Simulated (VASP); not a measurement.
LiH:

```xyz
2
Lattice="0.0000 2.0092 2.0092 2.0092 0.0000 2.0092 2.0092 2.0092 0.0000" Properties=species:S:1:pos:R:3 pbc="T T T"
Li    0.0000    0.0000    0.0000
H     2.0092    2.0092    2.0092
```

Base run:

| Property | Result |
| --- | --- |
| Program | VASP 6.6.1 |
| Functional | LDA |
| Potentials or basis | VASP PAW LDA potentials, release 64 (Li_sv, H) |
| Cutoff | 520 eV |
| k mesh | 9 × 9 × 9 |
| Occupations | fermi-dirac, width 0.05 eV |
| Spin | no spin polarisation |

Its results: band gap on the k mesh 2.91 eV, direct.

**Question.** The run is repeated on the same cell with these changes: k mesh from 9 × 9 × 9 to 11 × 11 × 11. What comes out?

**Answer.** Band gap on the k mesh 2.81 eV, direct.

A k mesh can miss the band edges.
